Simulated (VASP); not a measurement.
# HfN (I4/mmm) in VASP: further runs, part 2 of 2

VASP 6.6.1. The steps go on from the part before.

## Step 4: Single point, PBE (strain +0.050 along x and y, -0.025 along z)

Contents of INCAR:

```
SYSTEM = HfN
PREC = Accurate
ENCUT = 520
EDIFF = 1E-6
ISMEAR = 0
SIGMA = 0.15
LREAL = .False.
LASPH = .True.
NELM = 80
ALGO = Normal
ISIF = 2
LWAVE = .False.
LCHARG = .False.
GGA = PE
NBANDS = 14
```

Contents of KPOINTS:

```
Automatic mesh
0
Gamma
  22 22 22
  0 0 0
```

Contents of POSCAR:

```
HfN
1.0
    0.0000000000      2.3875913865      2.2170491446
    2.3875913865      0.0000000000      2.2170491446
    2.3875913865      2.3875913865      0.0000000000
Hf N
1 1
Direct
    0.0000000000      0.0000000000      0.0000000000
    0.5000000000      0.5000000000      0.5000000000
```

Potentials or basis: VASP PAW PBE potentials, release 64 (Hf_pv, N).

On the command line:

```sh
$ cat potpaw_PBE.64/Hf_pv/POTCAR potpaw_PBE.64/N/POTCAR > POTCAR
$ mpirun -np 1 vasp_std > vasp.out
```

OUTCAR:

```text
SYSTEM = HfN
   PREC = Accurate
   ENCUT = 520
   EDIFF = 1E-6
   ISMEAR = 0
   LREAL = .False.
   LASPH = .True.
   NELM = 80
   ISIF = 2
   GGA = PE

 ion  position               nearest neighbor table
   1  0.000  0.000  0.000-   2 2.22   2 2.22   2 2.39   2 2.39   2 2.39   2 2.39
   2  0.500  0.500  0.500-   1 2.22   1 2.22   1 2.39   1 2.39   1 2.39   1 2.39

  LATTYP: Found a body centered tetragonal cell.
 ALAT       =     3.3765641202
 C/A-ratio  =     1.3131983079

  Lattice vectors:

 A1 = (   0.0000000000,  -2.3875913865,  -2.2170491446)
 A2 = (   0.0000000000,   2.3875913865,  -2.2170491446)
 A3 = (   2.3875913865,   0.0000000000,   2.2170491446)

Analysis of symmetry for initial positions (statically):
=====================================================================
 Subroutine PRICEL returns:
 Original cell was already a primitive cell.

 Routine SETGRP: Setting up the symmetry group for a
 body centered tetragonal supercell.

 Subroutine GETGRP returns: Found 16 space group operations
 (whereof 16 operations were pure point group operations)
 out of a pool of 16 trial point group operations.

The static configuration has the point symmetry D_4h.

Analysis of symmetry for dynamics (positions and initial velocities):
=====================================================================
 Subroutine PRICEL returns:
 Original cell was already a primitive cell.

 Routine SETGRP: Setting up the symmetry group for a
 body centered tetragonal supercell.

 Subroutine GETGRP returns: Found 16 space group operations
 (whereof 16 operations were pure point group operations)
 out of a pool of 16 trial point group operations.

The dynamic configuration has the point symmetry D_4h.

 Subroutine INISYM returns: Found 16 space group operations
 (whereof 16 operations are pure point group operations),
 and found     1 'primitive' translations

----------------------------------------------------------------------------------------

                                     Primitive cell

  volume of cell :      25.2770

  direct lattice vectors                    reciprocal lattice vectors
     0.000000000  2.387591387  2.217049145    -0.209416068  0.209416068  0.225524996
     2.387591387  0.000000000  2.217049145     0.209416068 -0.209416068  0.225524996
     2.387591387  2.387591387  0.000000000     0.209416068  0.209416068 -0.225524996

  length of vectors
     3.258204956  3.258204956  3.376564120     0.372252203  0.372252203  0.372252203

  position of ions in fractional coordinates (direct lattice)
     0.000000000  0.000000000  0.000000000
     0.500000000  0.500000000  0.500000000

  ion indices of the primitive-cell ions
   primitive index   ion index
                 1           1
                 2           2

----------------------------------------------------------------------------------------

 KPOINTS: Automatic mesh

Automatic generation of k-mesh.
 Grid dimensions read from file:
 generate k-points for:   22   22   22

 Generating k-lattice:

  Cartesian coordinates                     Fractional coordinates (reciprocal lattice)
    -0.009518912  0.009518912  0.010251136     0.045454545  0.000000000  0.000000000
[... 42 lines left out ...]
   number of dos      NEDOS =    301   number of ions     NIONS =      2
   total plane-waves  NPLWV =  16128
   dimension x,y,z NGX =    24 NGY =   24 NGZ =   28
   dimension x,y,z NGXF=    48 NGYF=   48 NGZF=   56
   ions per type =               1   1
   NGX,Y,Z   is equivalent  to a cutoff of  12.25, 12.25, 13.79 a.u.
   NGXF,Y,Z  is equivalent  to a cutoff of  24.49, 24.49, 27.57 a.u.
 SYSTEM =  HfN
   PREC   = accura    normal or accurate (medium, high low for compatibility)
   ISTART =      0    job   : 0-new  1-cont  2-samecut
   ICHARG =      2    charge: 1-file 2-atom 10-const
   ISPIN  =      1    spin polarized calculation?
   LNONCOLLINEAR =      F non collinear calculations
   LSORBIT =      F    spin-orbit coupling
   LASPH  =      T    aspherical Exc in radial PAW
   ENCUT  =  520.0 eV  38.22 Ry    6.18 a.u.   6.06  6.06  6.28*2*pi/ulx,y,z
   NELM   =     80;   NELMIN=  2; NELMDL= -5     # of ELM steps
   EDIFF  = 0.1E-05   stopping-criterion for ELM
   LREAL  =      F    real-space projection
   EDIFFG = 0.1E-04   stopping-criterion for IOM
   NSW    =      0    number of steps for IOM
   IBRION =     -1    ionic relax: 0-MD 1-quasi-New 2-CG
   NFREE  =      0    steps in history (QN), initial steepest desc. (CG)
   ISIF   =      2    stress and relaxation
   ISYM   =      2    0-nonsym 1-usesym 2-fastsym
   POTIM  = 0.5000    time-step for ionic-motion
   TEBEG  =    0.0;   TEEND  =   0.0 temperature during run
   PSTRESS=    0.0 pullay stress
   NELECT =      15.0000    total number of electrons
   NUPDOWN=      -1.0000    fix difference up-down
   EMIN   =  10.00;   EMAX   =-10.00  energy-range for DOS
   EFERMI =   0.00;   METHOD = LEGACY
   ISMEAR =     0;   SIGMA  =   0.15  broadening in eV -4-tet -1-fermi 0-gaus
   EFERMI_NEDOS =   21; number of points for ismear=-14 and -15
   IALGO  =     38    algorithm
   IMIX   =      4    mixing-type and parameters
     AMIX     =   0.40;   BMIX     =  1.00
     AMIX_MAG =   1.60;   BMIX_MAG =  1.00
  volume/ion in A,a.u.               =      12.64        85.29
  Fermi-wavevector in a.u.,A,eV,Ry     =   1.375720  2.599734 25.750472  1.892606
  Thomas-Fermi vector in A             =   2.501030
   LORBIT       =      0    0 simple, 1 ext, 2 COOP (PROOUT), +10 PAW based schemes
   GGA     = PE    functional components
   LHFCALC =     F    Hartree Fock is set to
   AEXX    =    0.0000 exact exchange contribution
   IVDW    =     0    specifies the selected vdW correction
   LEPSILON=     F    determine dielectric tensor
   LRPA    =     F    only Hartree local field effects (RPA)
 non-spin polarized calculation
 Gauss-broadening in eV      SIGMA  =   0.15
  energy-cutoff  :      520.00
  volume of cell :       25.28
 maximum number of plane-waves:       708
   NGX = 13   NGY = 13   NGZ = 13

 number of electron      14.9999999 magnetization

 Free energy of the ion-electron system (eV)
  ---------------------------------------------------
  ext. energy  EPLUGINS =         0.00000000
  ---------------------------------------------------
  free energy    TOTEN  =       -21.54293999 eV

  energy without entropy =      -21.53525969  energy(sigma->0) =      -21.53909984

 E-fermi :   7.5933     XC(G=0): -12.2458

 val. band max:        7.5899924707   @ k =   0.0909   0.0455   0.0000
 cond. band min:       7.5936132342   @ k =  -0.4091   0.0455   0.3182
 fundamental gap:      0.0036207636
 Fermi energy:         7.5933179481

 k-point     1 :       0.0000    0.0000    0.0000
  band No.  band energies     occupation
      1     -23.9331      2.00000
      2     -23.9331      2.00000
      3     -23.8468      2.00000
      4      -9.4025      2.00000
      5       4.5817      2.00000
      6       4.5817      2.00000
      7       4.8708      2.00000
      8       7.0735      2.00000
      9       7.0735      2.00000
     10       7.7937      0.05881
     11       7.8111      0.04008
     12       8.8383      0.00000
     13      10.6892      0.00000
     14      16.9848      0.00000
[... 377 lines left out ...]
      1     -24.5703      2.00000
      2     -24.0347      2.00000
      3     -23.9193      2.00000
      4      -7.1820      2.00000
      5      -0.6668      2.00000
      6       1.8237      2.00000
      7       1.8859      2.00000
      8      10.2976      0.00000
      9      10.3160      0.00000
     10      10.9873      0.00000
     11      12.0561      0.00000
     12      14.5831      0.00000
     13      15.5420      0.00000
     14      18.4428      0.00000

 [... further k-points ...]

------------------------ aborting loop because EDIFF is reached ----------------------------------------

  FORCE on cell =-STRESS in cart. coord.  units (eV):
  Direction    XX          YY          ZZ          XY          YZ          ZX
  --------------------------------------------------------------------------------------
  -------------------------------------------------------------------------------------
  Total       -3.8363022     -3.8363022      0.3578322      0.0000000      0.0000000     -0.0000000
  in kB     -243.1633262   -243.1633262     22.6811275      0.0000000      0.0000000     -0.0000000
  external PRESSURE =    -154.5485083 kB  Pullay stress =       0.0000000 kB

 VOLUME and BASIS-vectors are now :
 -----------------------------------------------------------------------------
  energy-cutoff  :      520.00
  volume of cell :       25.28
      direct lattice vectors                 reciprocal lattice vectors
     0.000000000  2.387591387  2.217049145    -0.209416068  0.209416068  0.225524996
     2.387591387  0.000000000  2.217049145     0.209416068 -0.209416068  0.225524996
     2.387591387  2.387591387  0.000000000     0.209416068  0.209416068 -0.225524996

 POSITION                                       TOTAL-FORCE (eV/Angst)
 -----------------------------------------------------------------------------------
      0.00000      0.00000      0.00000        -0.000000      0.000000      0.000000
      2.38759      2.38759      2.21705         0.000000     -0.000000      0.000000
 -----------------------------------------------------------------------------------
    total drift:                                0.000000     -0.000000     -0.000000

  FREE ENERGIE OF THE ION-ELECTRON SYSTEM (eV)
  ---------------------------------------------------
  free  energy   TOTEN  =       -21.5429399889 eV

  energy  without entropy=      -21.5352596856  energy(sigma->0) =      -21.53909984
```

OSZICAR:

```text
N       E                     dE             d eps       ncg     rms          rms(c)
DAV:   1     0.384135135627E+02    0.38414E+02   -0.77440E+03 23398   0.996E+02
DAV:   2    -0.224482561153E+02   -0.60862E+02   -0.56857E+02 31228   0.231E+02
DAV:   3    -0.246126758751E+02   -0.21644E+01   -0.21543E+01 26946   0.358E+01
DAV:   4    -0.246218424869E+02   -0.91666E-02   -0.91630E-02 27744   0.275E+00
DAV:   5    -0.246219085793E+02   -0.66092E-04   -0.66091E-04 26956   0.202E-01    0.423E+01
DAV:   6    -0.217017347700E+02    0.29202E+01   -0.89598E+00 25560   0.219E+01    0.373E+01
DAV:   7    -0.215802597264E+02    0.12148E+00   -0.50989E-01 27606   0.622E+00    0.251E+01
DAV:   8    -0.215527337633E+02    0.27526E-01   -0.18265E-01 26148   0.359E+00    0.681E+00
DAV:   9    -0.215430107485E+02    0.97230E-02   -0.25473E-02 25794   0.128E+00    0.196E+00
DAV:  10    -0.215429648759E+02    0.45873E-04   -0.10923E-03 31780   0.311E-01    0.320E-01
DAV:  11    -0.215429401247E+02    0.24751E-04   -0.64812E-05 26676   0.758E-02    0.651E-02
DAV:  12    -0.215429399889E+02    0.13582E-06   -0.58064E-06 30470   0.204E-02
   1 F= -.21542940E+02 E0= -.21539100E+02  d E =-.768030E-02
```

Run time: 2.1 min. Hardware: 1 thread of Intel Xeon Platinum 8488C (Sapphire Rapids), shared host; peak memory 0.4 GiB.

Results:

- Free energy: -21.5429 eV
- Pressure: -15.5 GPa
- Band gap on the k mesh: zero (an odd number of electrons rules out a gap without spin polarisation)

Stress tensor (GPa, compression positive):
```
-24.32   0.00   0.00
  0.00 -24.32   0.00
  0.00   0.00   2.27
```

Caveat: the cell differs from its parent crystal (strain +0.050 along x and y, -0.025 along z); the cell stands under tension; spin-orbit coupling is left out, which moves the levels of the heavy elements.

## Step 5: The runs side by side

```tsv
cell	gap on the mesh (eV)	pressure (GPa)
a = 3.217, b = 3.217, c = 3.296 Å, angles 59.2, 59.2, 61.6°, 2 atoms	none	-6.8
a = 3.220, b = 3.220, c = 3.377 Å, angles 58.4, 58.4, 63.2°, 2 atoms	none	-7.4
a = 3.258, b = 3.258, c = 3.377 Å, angles 58.8, 58.8, 62.4°, 2 atoms	none	-15.5
```

Alike in all rows: task single point; level PBE; potentials or basis VASP PAW PBE potentials, release 64 (Hf_pv, N); no spin polarisation; k mesh 22 × 22 × 22; cutoff (eV) 520; smearing gaussian 0.15 eV.

Caveats: the cell stands under tension; spin-orbit coupling is left out, which moves the levels of the heavy elements.

Absolute energies hang on the potentials; compare differences alone.
